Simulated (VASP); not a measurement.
## Sr: single point with PBE

Crystal: Sr.

```
Sr
1.0
     0.00000    2.93638    2.93638
     2.93638    0.00000    2.93638
     2.93638    2.93638    0.00000
Sr
1
Direct
  0.00000 0.00000 0.00000
```

```
Program             : VASP 6.6.1
Task                : single point
Functional          : PBE
Potentials or basis : VASP PAW PBE potentials, release 64 (Sr_sv)
Cutoff              : 520 eV
k mesh              : 12 × 12 × 12
Occupations         : fermi-dirac, width 0.08 eV
Spin                : no spin polarisation
```

| Property | Result |
| --- | --- |
| Pressure | 1.1 GPa |

Levels at points of the mesh, in eV from the Fermi level:
```
           k point  band 1  band 2  band 3  band 4  band 5  band 6  band 7  band 8  band 9  band 10
(0.00, 0.00, 0.00)  -36.46  -18.33  -18.33  -18.33   -3.77    2.43    2.43    2.43    4.03     4.03
(0.50, 0.00, 0.00)  -36.44  -18.59  -18.37  -18.37   -1.16    0.18    2.26    2.26    5.18     5.18
(0.50, 0.50, 0.00)  -36.43  -18.58  -18.43  -18.43   -0.74    0.27    1.25    5.19    5.51     5.52
```

It took 49 s on 1 thread of Intel Xeon 8259CL (shared host), peak memory 0.19 GiB.
